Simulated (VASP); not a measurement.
# TiC in VASP: further runs

The runs below take TiC through single point, with PBE.

Everything below comes from runs of VASP 6.6.1. Logs are shortened: lines on timing, memory, paths and dates and some standing lists are left out, and cuts for length are marked.

### Step 1. The cell of the first run

The cell holds a wire with vacuum, 2 atoms: a = 9.000 Å, b = 9.300 Å, c = 3.706 Å, α = 90.00°, β = 90.00°, γ = 90.00°.

### Step 2. Single point, PBE, collinear spin, ferromagnetic start

Contents of INCAR:

```
PREC = Accurate ; ENCUT = 520
EDIFF = 1E-6 ; ISMEAR = 0
SIGMA = 0.05 ; LREAL = F
LASPH = T ; NELM = 150
ALGO = Normal ; ISIF = 2
LWAVE = F ; LCHARG = F
ISPIN = 2 ; MAGMOM = 1.5 0.5
LORBIT = 11 ; LMAXMIX = 4
GGA = PE ; NBANDS = 19
```

Contents of KPOINTS:

```
Automatic mesh
0
Gamma
  1 1 17
```

Contents of POSCAR:

```
TiC
1.0
    9.0000000000      0.0000000000      0.0000000000
    0.0000000000      9.3000000000      0.0000000000
    0.0000000000      0.0000000000      3.7062971889
Ti C
1 1
Direct
    0.5000000000      0.5000000000      0.0000000000
    0.5000000000      0.5000000000      0.5000000000
```

Potentials or basis: VASP PAW PBE potentials, release 64 (Ti_sv, C).

The run is started by

```console
cat potpaw_PBE.64/Ti_sv/POTCAR potpaw_PBE.64/C/POTCAR > POTCAR
mpirun -np 1 vasp_std > vasp.out
```

OUTCAR:

```text
PREC = Accurate
   ENCUT = 520
   EDIFF = 1E-6
   ISMEAR = 0
   LREAL = F
   LASPH = T
   NELM = 150
   ISIF = 2
   ISPIN = 2
   LORBIT = 11
   GGA = PE

 ion  position               nearest neighbor table
   1  0.500  0.500  0.000-   2 1.85   2 1.85
   2  0.500  0.500  0.500-   1 1.85   1 1.85

  LATTYP: Found a simple orthorhombic cell.
 ALAT       =     3.7062971889
 B/A-ratio  =     2.4282996050
 C/A-ratio  =     2.5092429252

  Lattice vectors:

 A1 = (   0.0000000000,   0.0000000000,   3.7062971889)
 A2 = (   9.0000000000,   0.0000000000,   0.0000000000)
 A3 = (   0.0000000000,   9.3000000000,   0.0000000000)

Analysis of symmetry for initial positions (statically):
=====================================================================
 Subroutine PRICEL returns:
 Original cell was already a primitive cell.

 Routine SETGRP: Setting up the symmetry group for a
 simple orthorhombic supercell.

 Subroutine GETGRP returns: Found  8 space group operations
 (whereof  8 operations were pure point group operations)
 out of a pool of  8 trial point group operations.

The static configuration has the point symmetry D_2h.

Analysis of symmetry for dynamics (positions and initial velocities):
=====================================================================
 Subroutine PRICEL returns:
 Original cell was already a primitive cell.

 Routine SETGRP: Setting up the symmetry group for a
 simple orthorhombic supercell.

 Subroutine GETGRP returns: Found  8 space group operations
 (whereof  8 operations were pure point group operations)
 out of a pool of  8 trial point group operations.

The dynamic configuration has the point symmetry D_2h.

Analysis of structural, dynamic, and magnetic symmetry:
=====================================================================
 Subroutine PRICEL returns:
 Original cell was already a primitive cell.

 Routine SETGRP: Setting up the symmetry group for a
 simple orthorhombic supercell.

 Subroutine GETGRP returns: Found  8 space group operations
 (whereof  8 operations were pure point group operations)
 out of a pool of  8 trial point group operations.

The overall configuration has the point symmetry D_2h.

 Subroutine INISYM returns: Found  8 space group operations
 (whereof  8 operations are pure point group operations),
 and found     1 'primitive' translations

----------------------------------------------------------------------------------------

                                     Primitive cell

  volume of cell :     310.2171

  direct lattice vectors                    reciprocal lattice vectors
     9.000000000  0.000000000  0.000000000     0.111111111  0.000000000  0.000000000
     0.000000000  9.300000000  0.000000000     0.000000000  0.107526882  0.000000000
     0.000000000  0.000000000  3.706297189     0.000000000  0.000000000  0.269811067

  length of vectors
     9.000000000  9.300000000  3.706297189     0.111111111  0.107526882  0.269811067

  position of ions in fractional coordinates (direct lattice)
     0.500000000  0.500000000  0.000000000
     0.500000000  0.500000000  0.500000000

  ion indices of the primitive-cell ions
   primitive index   ion index
                 1           1
                 2           2

----------------------------------------------------------------------------------------

 KPOINTS: Automatic mesh

Automatic generation of k-mesh.
 Grid dimensions read from file:
 generate k-points for:    1    1   17

 Generating k-lattice:

  Cartesian coordinates                     Fractional coordinates (reciprocal lattice)
     0.111111111  0.000000000  0.000000000     1.000000000  0.000000000  0.000000000
     0.000000000  0.107526882  0.000000000     0.000000000  1.000000000  0.000000000
     0.000000000  0.000000000  0.015871239     0.000000000  0.000000000  0.058823529

  Length of vectors
     0.111111111  0.107526882  0.015871239

  Shift w.r.t. Gamma in fractional coordinates (k-lattice)
     0.000000000  0.000000000  0.000000000

 Subroutine IBZKPT returns following result:
 ===========================================

 Found      9 irreducible k-points:

 Following reciprocal coordinates:
            Coordinates               Weight
  0.000000  0.000000  0.000000      1.000000
  0.000000  0.000000  0.058824      2.000000
  0.000000  0.000000  0.117647      2.000000
  0.000000  0.000000  0.176471      2.000000
  0.000000  0.000000  0.235294      2.000000
  0.000000  0.000000  0.294118      2.000000
  0.000000  0.000000  0.352941      2.000000
  0.000000  0.000000  0.411765      2.000000
  0.000000  0.000000  0.470588      2.000000
   k-points           NKPTS =      9   k-points in BZ     NKDIM =      9   number of bands    NBANDS=     19
   number of dos      NEDOS =    301   number of ions     NIONS =      2
   total plane-waves  NPLWV = 137200
   dimension x,y,z NGX =    70 NGY =   70 NGZ =   28
   dimension x,y,z NGXF=   140 NGYF=  140 NGZF=   56
   ions per type =               1   1
   NGX,Y,Z   is equivalent  to a cutoff of  12.93, 12.51, 12.56 a.u.
   NGXF,Y,Z  is equivalent  to a cutoff of  25.86, 25.03, 25.12 a.u.
 SYSTEM =  unknown system
   PREC   = accura    normal or accurate (medium, high low for compatibility)
   ISTART =      0    job   : 0-new  1-cont  2-samecut
   ICHARG =      2    charge: 1-file 2-atom 10-const
   ISPIN  =      2    spin polarized calculation?
   LNONCOLLINEAR =      F non collinear calculations
   LSORBIT =      F    spin-orbit coupling
   LASPH  =      T    aspherical Exc in radial PAW
   ENCUT  =  520.0 eV  38.22 Ry    6.18 a.u.  16.73 17.29  6.89*2*pi/ulx,y,z
   NELM   =    150;   NELMIN=  2; NELMDL= -5     # of ELM steps
   EDIFF  = 0.1E-05   stopping-criterion for ELM
   LREAL  =      F    real-space projection
   EDIFFG = 0.1E-04   stopping-criterion for IOM
   NSW    =      0    number of steps for IOM
   IBRION =     -1    ionic relax: 0-MD 1-quasi-New 2-CG
   NFREE  =      0    steps in history (QN), initial steepest desc. (CG)
   ISIF   =      2    stress and relaxation
   ISYM   =      2    0-nonsym 1-usesym 2-fastsym
   POTIM  = 0.5000    time-step for ionic-motion
   TEBEG  =    0.0;   TEEND  =   0.0 temperature during run
   PSTRESS=    0.0 pullay stress
   NELECT =      16.0000    total number of electrons
   NUPDOWN=      -1.0000    fix difference up-down
   EMIN   =  10.00;   EMAX   =-10.00  energy-range for DOS
   EFERMI =   0.00;   METHOD = LEGACY
   ISMEAR =     0;   SIGMA  =   0.05  broadening in eV -4-tet -1-fermi 0-gaus
   EFERMI_NEDOS =   21; number of points for ismear=-14 and -15
   IALGO  =     38    algorithm
   IMIX   =      4    mixing-type and parameters
     AMIX     =   0.40;   BMIX     =  1.00
     AMIX_MAG =   1.60;   BMIX_MAG =  1.00
  volume/ion in A,a.u.               =     155.11      1046.72
  Fermi-wavevector in a.u.,A,eV,Ry     =   0.609387  1.151574  5.052552  0.371352
  Thomas-Fermi vector in A             =   1.664563
   LORBIT       =     11    0 simple, 1 ext, 2 COOP (PROOUT), +10 PAW based schemes
   GGA     = PE    functional components
   LHFCALC =     F    Hartree Fock is set to
   AEXX    =    0.0000 exact exchange contribution
   IVDW    =     0    specifies the selected vdW correction
   LEPSILON=     F    determine dielectric tensor
   LRPA    =     F    only Hartree local field effects (RPA)
 spin polarized calculation
 Gauss-broadening in eV      SIGMA  =   0.05
  energy-cutoff  :      520.00
  volume of cell :      310.22
 maximum number of plane-waves:      8378
 NGX is ok and might be reduce to    70
   NGX = 33   NGY = 35   NGZ = 13

 number of electron      15.9999996 magnetization       0.5882952

 Free energy of the ion-electron system (eV)
  ---------------------------------------------------
  ext. energy  EPLUGINS =         0.00000000
  ---------------------------------------------------
  free energy    TOTEN  =       -11.71616369 eV

  energy without entropy =      -11.70934293  energy(sigma->0) =      -11.71275331

 E-fermi :  -2.8508     XC(G=0):  -2.3495

 val. band max:       -2.8655755990   @ k =   0.0000   0.0000   0.1176
 cond. band min:      -2.8442257501   @ k =   0.0000   0.0000   0.1765
 fundamental gap:      0.0213498489
 Fermi energy:        -2.8508181841

 spin component 1

 k-point     1 :       0.0000    0.0000    0.0000
  band No.  band energies     occupation
      1     -60.4055      1.00000
      2     -36.9806      1.00000
      3     -36.9796      1.00000
      4     -36.2750      1.00000
      5     -12.2629      1.00000
      6      -3.4326      1.00000
[... 11 lines left out ...]
     18       2.6505      0.00000
     19       2.8004      0.00000

 k-point     2 :       0.0000    0.0000    0.0588
  band No.  band energies     occupation
      1     -60.4055      1.00000
      2     -36.9804      1.00000
      3     -36.9794      1.00000
      4     -36.2760      1.00000
      5     -12.2174      1.00000
      6      -3.5732      1.00000
[... 11 lines left out ...]
     18       2.6838      0.00000
     19       2.8507      0.00000

 k-point     3 :       0.0000    0.0000    0.1176
  band No.  band energies     occupation
      1     -60.4054      1.00000
      2     -36.9799      1.00000
      3     -36.9789      1.00000
      4     -36.2788      1.00000
      5     -12.0822      1.00000
      6      -3.8727      1.00000
[... 103 lines left out ...]
  band No.  band energies     occupation
      1     -60.4052      1.00000
      2     -36.9759      1.00000
      3     -36.9749      1.00000
      4     -36.3020      1.00000
      5     -10.4625      1.00000
      6      -6.1821      1.00000
[... 11 lines left out ...]
     18       3.5196      0.00000
     19       3.9862      0.00000

 k-point     9 :       0.0000    0.0000    0.4706
  band No.  band energies     occupation
      1     -60.4052      1.00000
      2     -36.9756      1.00000
      3     -36.9746      1.00000
      4     -36.3039      1.00000
      5     -10.2276      1.00000
      6      -6.5412      1.00000
[... 11 lines left out ...]
     18       3.6245      0.00000
     19       4.2496      0.00000
 Fermi energy:        -2.8508181841

 spin component 2

 k-point     1 :       0.0000    0.0000    0.0000
  band No.  band energies     occupation
      1     -59.9742      1.00000
      2     -36.5128      1.00000
      3     -36.5096      1.00000
      4     -35.9133      1.00000
      5     -12.2693      1.00000
      6      -3.4137      1.00000
[... 11 lines left out ...]
     18       2.7920      0.00000
     19       3.0326      0.00000

 k-point     2 :       0.0000    0.0000    0.0588
  band No.  band energies     occupation
      1     -59.9742      1.00000
      2     -36.5126      1.00000
      3     -36.5094      1.00000
      4     -35.9143      1.00000
      5     -12.2239      1.00000
      6      -3.5387      1.00000
[... 11 lines left out ...]
     18       2.8251      0.00000
     19       3.0809      0.00000

 k-point     3 :       0.0000    0.0000    0.1176
  band No.  band energies     occupation
      1     -59.9742      1.00000
      2     -36.5121      1.00000
      3     -36.5089      1.00000
      4     -35.9174      1.00000
      5     -12.0894      1.00000
      6      -3.8185      1.00000
[... 104 lines left out ...]
      1     -59.9739      1.00000
      2     -36.5079      1.00000
      3     -36.5047      1.00000
      4     -35.9422      1.00000
      5     -10.4958      1.00000
      6      -6.0312      1.00000
[... 11 lines left out ...]
     18       3.6970      0.00000
     19       4.1597      0.00000

 k-point     9 :       0.0000    0.0000    0.4706
  band No.  band energies     occupation
      1     -59.9739      1.00000
      2     -36.5075      1.00000
      3     -36.5043      1.00000
      4     -35.9443      1.00000
      5     -10.2706      1.00000
      6      -6.3822      1.00000
[... 11 lines left out ...]
     18       3.8440      0.00000
     19       4.3068      0.00000

------------------------ aborting loop because EDIFF is reached ----------------------------------------

  FORCE on cell =-STRESS in cart. coord.  units (eV):
  Direction    XX          YY          ZZ          XY          YZ          ZX
  --------------------------------------------------------------------------------------
  -------------------------------------------------------------------------------------
  Total       -0.0052290     -0.0061061      0.0313459      0.0000000      0.0000000      0.0000000
  in kB       -0.0270060     -0.0315363      0.1618920      0.0000000      0.0000000      0.0000000
  external PRESSURE =       0.0344499 kB  Pullay stress =       0.0000000 kB

 VOLUME and BASIS-vectors are now :
 -----------------------------------------------------------------------------
  energy-cutoff  :      520.00
  volume of cell :      310.22
      direct lattice vectors                 reciprocal lattice vectors
     9.000000000  0.000000000  0.000000000     0.111111111  0.000000000  0.000000000
     0.000000000  9.300000000  0.000000000     0.000000000  0.107526882  0.000000000
     0.000000000  0.000000000  3.706297189     0.000000000  0.000000000  0.269811067

 POSITION                                       TOTAL-FORCE (eV/Angst)
 -----------------------------------------------------------------------------------
      4.50000      4.65000      0.00000         0.000000      0.000000      0.000000
      4.50000      4.65000      1.85315         0.000000      0.000000      0.000000
 -----------------------------------------------------------------------------------
    total drift:                                0.000000      0.000000      0.000000

  FREE ENERGIE OF THE ION-ELECTRON SYSTEM (eV)
  ---------------------------------------------------
  free  energy   TOTEN  =       -11.7161636856 eV

  energy  without entropy=      -11.7093429330  energy(sigma->0) =      -11.71275331

 total charge

# of ion       s       p       d       tot
------------------------------------------
    1        2.159   6.141   2.116  10.417
    2        0.955   1.406   0.000   2.361
--------------------------------------------------
tot          3.114   7.547   2.116  12.777

 magnetization (x)

# of ion       s       p       d       tot
------------------------------------------
    1        0.012   0.003   0.421   0.435
    2       -0.004  -0.030   0.000  -0.034
--------------------------------------------------
tot          0.008  -0.028   0.421   0.401
```

Wall time 4 min (1 thread of AMD EPYC 7R43 (Zen 3), shared host); peak memory 0.45 GiB.

Results:

- Free energy: -11.7162 eV
- Net moment: 0.59 μB per cell
- Site moments: Ti +0.43; C -0.03 μB
- Valence electrons inside the program's atomic spheres: Ti 10.42; C 2.36

(Part 1 of 2 ends here.)
